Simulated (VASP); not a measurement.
# Fe (Fmmm) in VASP: a series of runs

The runs below take Fe through electric field gradients, with PBE.

Program: VASP 6.6.1. These are calculated values, not measurements. Logs are shortened: lines on timing, memory, paths and dates and some standing lists are left out, and cuts for length are marked.

## (1) The cell of the first run

It takes space group Fmmm (No. 69, orthorhombic). Conventional cell: a = 3.056 Å, b = 3.960 Å, c = 4.007 Å, α = 90.00°, β = 90.00°, γ = 90.00°. Within 3.3 Å of Fe (site symmetry mmm) lie 14 Fe at 2.50 to 3.06 Å.

## (2) Electric field gradients, PBE, collinear spin, ferromagnetic start (12.12 Å³/atom)

The input, INCAR:

```
SYSTEM = Fe
PREC     = Accurate       ! precision mode
ENCUT    = 520            ! plane-wave cutoff, eV
EDIFF    = 1E-8           ! SCF threshold, eV
ISMEAR   = -1             ! smearing method
SIGMA    = 0.05           ! smearing width, eV
LREAL    = .FALSE.        ! projectors in reciprocal space
LASPH    = .TRUE.         ! aspherical terms in the spheres
NELM     = 150            ! most SCF steps
ALGO     = Normal         ! electronic algorithm
ISIF     = 2              ! what is computed and relaxed
LWAVE    = .FALSE.        ! write WAVECAR
LCHARG   = .FALSE.        ! write CHGCAR
ISPIN    = 2              ! spin polarisation
MAGMOM   = 3              ! initial moments
LORBIT   = 11             ! projections on sites
LMAXMIX  = 4              ! l up to which the mixer works
GGA      = PE             ! functional
LEFG     = .TRUE.       
NBANDS   = 14             ! bands
```

The input, KPOINTS:

```
Automatic mesh
0
G
  16 16 16
  0 0 0
```

The input, POSCAR:

```
Fe
1.0
    0.0000000000      1.9798226863      2.0036464209
    1.5278283418      0.0000000000      2.0036464209
    1.5278283418      1.9798226863      0.0000000000
Fe
1
Direct
    0.0000000000      0.0000000000      0.0000000000
```

Potentials or basis: VASP PAW PBE potentials, release 64 (Fe).

The run is started by

```
$ cat potpaw_PBE.64/Fe/POTCAR > POTCAR
$ mpirun -np 1 vasp_std > vasp.out
```

OUTCAR:

```text
SYSTEM = Fe
   PREC = Accurate
   ENCUT = 520
   EDIFF = 1E-8
   ISMEAR = -1
   LREAL = .FALSE.
   LASPH = .TRUE.
   NELM = 150
   ISIF = 2
   ISPIN = 2
   LORBIT = 11
   GGA = PE

 ion  position               nearest neighbor table
   1  0.000  0.000  0.000-

  LATTYP: Found a face centered orthorhombic cell.
 ALAT       =     3.0556566836
 B/A-ratio  =     1.2958410524
 C/A-ratio  =     1.3114342535

  Lattice vectors:

 A1 = (   0.0000000000,   1.9798226863,   2.0036464209)
 A2 = (   1.5278283418,   0.0000000000,   2.0036464209)
 A3 = (   1.5278283418,   1.9798226863,   0.0000000000)

Analysis of symmetry for initial positions (statically):
=====================================================================
 Subroutine PRICEL returns:
 Original cell was already a primitive cell.

 Routine SETGRP: Setting up the symmetry group for a
 face centered orthorhombic supercell.

 Subroutine GETGRP returns: Found  8 space group operations
 (whereof  8 operations were pure point group operations)
 out of a pool of  8 trial point group operations.

The static configuration has the point symmetry D_2h.

Analysis of symmetry for dynamics (positions and initial velocities):
=====================================================================
 Subroutine PRICEL returns:
 Original cell was already a primitive cell.

 Routine SETGRP: Setting up the symmetry group for a
 face centered orthorhombic supercell.

 Subroutine GETGRP returns: Found  8 space group operations
 (whereof  8 operations were pure point group operations)
 out of a pool of  8 trial point group operations.

The dynamic configuration has the point symmetry D_2h.

Analysis of structural, dynamic, and magnetic symmetry:
=====================================================================
 Subroutine PRICEL returns:
 Original cell was already a primitive cell.

 Routine SETGRP: Setting up the symmetry group for a
 face centered orthorhombic supercell.

 Subroutine GETGRP returns: Found  8 space group operations
 (whereof  8 operations were pure point group operations)
 out of a pool of  8 trial point group operations.

The overall configuration has the point symmetry D_2h.

[... 558 lines left out ...]
     13      35.1675      0.00000
     14      36.9883      0.00000

 [... further k-points ...]

 spin component 2

 k-point     1 :       0.0000    0.0000    0.0000
  band No.  band energies     occupation
      1      -2.7099      1.00000
      2       4.8483      0.99816
      3       4.9883      0.97058
      4       5.4576      0.00275
      5       6.6078      0.00000
      6       7.1838      0.00000
      7      28.2225      0.00000
      8      29.6971      0.00000
      9      29.9744      0.00000
     10      34.0809      0.00000
     11      34.8481      0.00000
     12      35.6972      0.00000
     13      36.0326      0.00000
     14      36.1052      0.00000
[... 379 lines left out ...]
      3       4.9317      0.99032
      4       5.5689      0.00030
      5       6.4823      0.00000
      6       7.1410      0.00000
      7      26.6552      0.00000
      8      28.2567      0.00000
      9      29.5361      0.00000
     10      33.1003      0.00000
     11      33.6086      0.00000
     12      35.3456      0.00000
     13      35.4252      0.00000
     14      37.7048      0.00000

 [... further k-points ...]

------------------------ aborting loop because EDIFF is reached ----------------------------------------

  FORCE on cell =-STRESS in cart. coord.  units (eV):
  Direction    XX          YY          ZZ          XY          YZ          ZX
  --------------------------------------------------------------------------------------
  -------------------------------------------------------------------------------------
  Total       -0.9793827     -0.4691990     -0.5549865      0.0000000      0.0000000      0.0000000
  in kB     -129.4526914    -62.0177060    -73.3569181      0.0000000      0.0000000      0.0000000
  external PRESSURE =     -88.2757718 kB  Pullay stress =       0.0000000 kB

 VOLUME and BASIS-vectors are now :
 -----------------------------------------------------------------------------
  energy-cutoff  :      520.00
  volume of cell :       12.12
      direct lattice vectors                 reciprocal lattice vectors
     0.000000000  1.979822686  2.003646421    -0.327261896  0.252547869  0.249545027
     1.527828342  0.000000000  2.003646421     0.327261896 -0.252547869  0.249545027
     1.527828342  1.979822686  0.000000000     0.327261896  0.252547869 -0.249545027

 POSITION                                       TOTAL-FORCE (eV/Angst)
 -----------------------------------------------------------------------------------
      0.00000      0.00000      0.00000         0.000000     -0.000000     -0.000000
 -----------------------------------------------------------------------------------
    total drift:                                0.000000      0.000000      0.000000

  FREE ENERGIE OF THE ION-ELECTRON SYSTEM (eV)
  ---------------------------------------------------
  free  energy   TOTEN  =        -8.2054315132 eV

  energy  without entropy=       -8.1958579647  energy(sigma->0) =       -8.20064474

 Electric field gradients (V/A^2)
---------------------------------------------------------------------
 ion       V_xx      V_yy      V_zz      V_xy      V_xz      V_yz
---------------------------------------------------------------------
   1       3.980    -2.045    -1.935    -0.001    -0.001     0.002
---------------------------------------------------------------------

 Electric field gradients after diagonalization (V/A^2)
 (convention: |V_zz| > |V_xx| > |V_yy|)
----------------------------------------------------------------------
 ion       V_xx      V_yy      V_zz     asymmetry (V_yy - V_xx)/ V_zz
----------------------------------------------------------------------
   1      -2.045    -1.935     3.980       0.028
----------------------------------------------------------------------

           NMR quadrupolar parameters

 Cq : quadrupolar parameter    Cq=e*Q*V_zz/h
 eta: asymmetry parameters     (V_yy - V_xx)/ V_zz
 Q  : nuclear electric quadrupole moment in mb (millibarn)
----------------------------------------------------------------------
 ion       Cq(MHz)       eta       Q (mb)
----------------------------------------------------------------------
   1       0.010       0.028       1.000
----------------------------------------------------------------------

 total charge

# of ion       s       p       d       tot
------------------------------------------
    1        0.462   0.484   6.197   7.144

 magnetization (x)

# of ion       s       p       d       tot
------------------------------------------
    1       -0.014  -0.052   2.435   2.369
```

Run time: 5.3 min. Hardware: 1 thread of Intel Xeon 8259CL, shared host; peak memory 0.27 GiB.

Results:

```yaml
Free_energy: -8.2054 eV
Pressure: -8.8 GPa
Net_moment: 2.36 μB per cell
Site_moments: Fe +2.37 μB
Largest_electric_field_gradient_by_atom: Fe +4.0 V/Å²
Valence_electrons_inside_the_program's_atomic_spheres: Fe 7.14
```

Electric field gradients, principal values (V/Å²):
| atom | least | middle | greatest (by size) |
| --- | --- | --- | --- |
| 1 Fe | -1.935 | -2.045 | 3.980 |

Caveat: the stress differs along the axes, from -13 to -6 GPa; without QUAD_EFG the Cq values of the log hold for a quadrupole moment of 1 mb, not for the nuclei.

## (3) Electric field gradients, PBE, collinear spin, ferromagnetic start (equal xx and yy strain of -1 %)

The input, INCAR:

```
  PREC = Accurate
  ENCUT = 520
  EDIFF = 1E-8
  ISMEAR = -1
  SIGMA = 0.05
  LREAL = F
  LASPH = T
  NELM = 150
  ALGO = Normal
  ISIF = 2
  LWAVE = F
  LCHARG = F
  ISPIN = 2
  MAGMOM = 3
  LORBIT = 11
  LMAXMIX = 4
  GGA = PE
  LEFG = T
  NBANDS = 14
```

The input, KPOINTS:

```
Automatic mesh
0
Gamma
  16 16 16
```

The input, POSCAR:

```
Fe
1.0
    0.0000000000      1.9223222937      1.9651051623
    1.4834553128      0.0000000000      1.9651051623
    1.4834553128      1.9223222937      0.0000000000
Fe
1
Direct
    0.0000000000      0.0000000000      0.0000000000
```

Potentials or basis: VASP PAW PBE potentials, release 64 (Fe).

The run is started by

```
$ cat potpaw_PBE.64/Fe/POTCAR > POTCAR
$ mpirun -np 1 vasp_std > vasp.out
```

OUTCAR:

```text
PREC = Accurate
   ENCUT = 520
   EDIFF = 1E-8
   ISMEAR = -1
   LREAL = F
   LASPH = T
   NELM = 150
   ISIF = 2
   ISPIN = 2
   LORBIT = 11
   GGA = PE

 ion  position               nearest neighbor table
   1  0.000  0.000  0.000-

  LATTYP: Found a face centered orthorhombic cell.
 ALAT       =     2.9669106256
 B/A-ratio  =     1.2958410524
 C/A-ratio  =     1.3246810641

  Lattice vectors:

 A1 = (   0.0000000000,   1.9223222937,   1.9651051623)
 A2 = (   1.4834553128,   0.0000000000,   1.9651051623)
 A3 = (   1.4834553128,   1.9223222937,   0.0000000000)

Analysis of symmetry for initial positions (statically):
=====================================================================
 Subroutine PRICEL returns:
 Original cell was already a primitive cell.

 Routine SETGRP: Setting up the symmetry group for a
 face centered orthorhombic supercell.
[... 1024 lines left out ...]
     0.000000000  1.922322294  1.965105162    -0.337050935  0.260102066  0.254439309
     1.483455313  0.000000000  1.965105162     0.337050935 -0.260102066  0.254439309
     1.483455313  1.922322294  0.000000000     0.337050935  0.260102066 -0.254439309

 POSITION                                       TOTAL-FORCE (eV/Angst)
 -----------------------------------------------------------------------------------
      0.00000      0.00000      0.00000         0.000000      0.000000      0.000000
 -----------------------------------------------------------------------------------
    total drift:                                0.000000     -0.000000      0.000000

  FREE ENERGIE OF THE ION-ELECTRON SYSTEM (eV)
  ---------------------------------------------------
  free  energy   TOTEN  =        -8.2257805015 eV

  energy  without entropy=       -8.2165650143  energy(sigma->0) =       -8.22117276

 Electric field gradients (V/A^2)
---------------------------------------------------------------------
 ion       V_xx      V_yy      V_zz      V_xy      V_xz      V_yz
---------------------------------------------------------------------
   1       6.986    -2.992    -3.994     0.002     0.000     0.000
---------------------------------------------------------------------

 Electric field gradients after diagonalization (V/A^2)
 (convention: |V_zz| > |V_xx| > |V_yy|)
----------------------------------------------------------------------
 ion       V_xx      V_yy      V_zz     asymmetry (V_yy - V_xx)/ V_zz
----------------------------------------------------------------------
   1      -3.994    -2.992     6.986       0.143
----------------------------------------------------------------------

           NMR quadrupolar parameters

 Cq : quadrupolar parameter    Cq=e*Q*V_zz/h
 eta: asymmetry parameters     (V_yy - V_xx)/ V_zz
 Q  : nuclear electric quadrupole moment in mb (millibarn)
----------------------------------------------------------------------
 ion       Cq(MHz)       eta       Q (mb)
----------------------------------------------------------------------
   1       0.017       0.143       1.000
----------------------------------------------------------------------

 total charge

# of ion       s       p       d       tot
------------------------------------------
    1        0.494   0.554   6.250   7.298

 magnetization (x)

# of ion       s       p       d       tot
------------------------------------------
    1       -0.013  -0.054   2.247   2.180
```

stdout:

```text
POSCAR found type information on POSCAR Fe
 POSCAR found :  1 types and       1 ions
 scaLAPACK will be used
 LDA part: xc-table for (Slater+PW92), standard interpolation
 POSCAR, INCAR and KPOINTS ok, starting setup
 FFT: planning ... GRIDC
 FFT: planning ... GRID_SOFT
 FFT: planning ... GRID
 WAVECAR not read
 entering main loop
ion   1
```

Run time: 3.2 min. Hardware: 1 thread of Intel Xeon Platinum 8259CL at 2.50GHz (Skylake/Cascade Lake), shared host; peak memory 0.25 GiB.

What came out:

```
Free energy                                           : -8.2258 eV
Pressure                                              : 3.3 GPa
Net moment                                            : 2.19 μB per cell
Site moments                                          : Fe +2.18 μB
Largest electric field gradient by atom               : Fe +7.0 V/Å²
Valence electrons inside the program's atomic spheres : Fe 7.30
```

Electric field gradients, principal values (V/Å²):
```csv
atom,least,middle,greatest (by size)
1 Fe,-2.992,-3.994,6.986
```

Caveat: the cell differs from its parent crystal (equal xx and yy strain of -1 %); the stress differs along the axes, from -2 to 8 GPa; without QUAD_EFG the Cq values of the log hold for a quadrupole moment of 1 mb, not for the nuclei.

## (4) Electric field gradients, PBE, collinear spin, ferromagnetic start (equal xx and yy strain of -1 %)

The input, INCAR:

```
SYSTEM = Fe
PREC = Accurate
ENCUT = 520
EDIFF = 1E-8
ISMEAR = -1
SIGMA = 0.05
LREAL = .FALSE.
LASPH = .TRUE.
NELM = 150
ALGO = Normal
ISIF = 2
LWAVE = .FALSE.
LCHARG = .FALSE.
ISPIN = 2
MAGMOM = 3
LORBIT = 11
LMAXMIX = 4
GGA = PE
LEFG = .TRUE.
NBANDS = 14
```

The input, KPOINTS:

```
Automatic mesh
0
G
  16 16 16
  0 0 0
```

POSCAR is that of step 3.

Potentials or basis: VASP PAW PBE potentials, release 64 (Fe).

The run is started by

```
$ cat potpaw_PBE.64/Fe/POTCAR > POTCAR
$ mpirun -np 1 vasp_std > vasp.out
```

OUTCAR:

```text
SYSTEM = Fe
   PREC = Accurate
   ENCUT = 520
   EDIFF = 1E-8
   ISMEAR = -1
   LREAL = .FALSE.
   LASPH = .TRUE.
   NELM = 150
   ISIF = 2
   ISPIN = 2
   LORBIT = 11
   GGA = PE

 ion  position               nearest neighbor table
   1  0.000  0.000  0.000-

  LATTYP: Found a face centered orthorhombic cell.
 ALAT       =     2.9669106256
 B/A-ratio  =     1.2958410524
 C/A-ratio  =     1.3246810641

  Lattice vectors:

 A1 = (   0.0000000000,   1.9223222937,   1.9651051623)
 A2 = (   1.4834553128,   0.0000000000,   1.9651051623)
 A3 = (   1.4834553128,   1.9223222937,   0.0000000000)

Analysis of symmetry for initial positions (statically):
=====================================================================
 Subroutine PRICEL returns:
 Original cell was already a primitive cell.

 Routine SETGRP: Setting up the symmetry group for a
[... 1025 lines left out ...]
     0.000000000  1.922322294  1.965105162    -0.337050935  0.260102066  0.254439309
     1.483455313  0.000000000  1.965105162     0.337050935 -0.260102066  0.254439309
     1.483455313  1.922322294  0.000000000     0.337050935  0.260102066 -0.254439309

 POSITION                                       TOTAL-FORCE (eV/Angst)
 -----------------------------------------------------------------------------------
      0.00000      0.00000      0.00000         0.000000      0.000000      0.000000
 -----------------------------------------------------------------------------------
    total drift:                                0.000000     -0.000000      0.000000

  FREE ENERGIE OF THE ION-ELECTRON SYSTEM (eV)
  ---------------------------------------------------
  free  energy   TOTEN  =        -8.2257805015 eV

  energy  without entropy=       -8.2165650143  energy(sigma->0) =       -8.22117276

 Electric field gradients (V/A^2)
---------------------------------------------------------------------
 ion       V_xx      V_yy      V_zz      V_xy      V_xz      V_yz
---------------------------------------------------------------------
   1       6.986    -2.992    -3.994     0.002     0.000     0.000
---------------------------------------------------------------------

 Electric field gradients after diagonalization (V/A^2)
 (convention: |V_zz| > |V_xx| > |V_yy|)
----------------------------------------------------------------------
 ion       V_xx      V_yy      V_zz     asymmetry (V_yy - V_xx)/ V_zz
----------------------------------------------------------------------
   1      -3.994    -2.992     6.986       0.143
----------------------------------------------------------------------

           NMR quadrupolar parameters

 Cq : quadrupolar parameter    Cq=e*Q*V_zz/h
 eta: asymmetry parameters     (V_yy - V_xx)/ V_zz
 Q  : nuclear electric quadrupole moment in mb (millibarn)
----------------------------------------------------------------------
 ion       Cq(MHz)       eta       Q (mb)
----------------------------------------------------------------------
   1       0.017       0.143       1.000
----------------------------------------------------------------------

 total charge

# of ion       s       p       d       tot
------------------------------------------
    1        0.494   0.554   6.250   7.298

 magnetization (x)

# of ion       s       p       d       tot
------------------------------------------
    1       -0.013  -0.054   2.247   2.180
```

It took 3.1 min on 1 thread of Intel Xeon Platinum 8259CL at 2.50GHz (Skylake/Cascade Lake), shared host; peak memory 0.25 GiB.

Results:

| Item | Value |
| --- | --- |
| Free energy | -8.2258 eV |
| Pressure | 3.3 GPa |
| Net moment | 2.19 μB per cell |
| Site moments | Fe +2.18 μB |
| Largest electric field gradient by atom | Fe +7.0 V/Å² |
| Valence electrons inside the program's atomic spheres | Fe 7.30 |

Electric field gradients, principal values (V/Å²):
```
atom   least  middle  greatest (by size)
1 Fe  -2.992  -3.994               6.986
```

Caveat: the cell differs from its parent crystal (equal xx and yy strain of -1 %); the stress differs along the axes, from -2 to 8 GPa; without QUAD_EFG the Cq values of the log hold for a quadrupole moment of 1 mb, not for the nuclei.
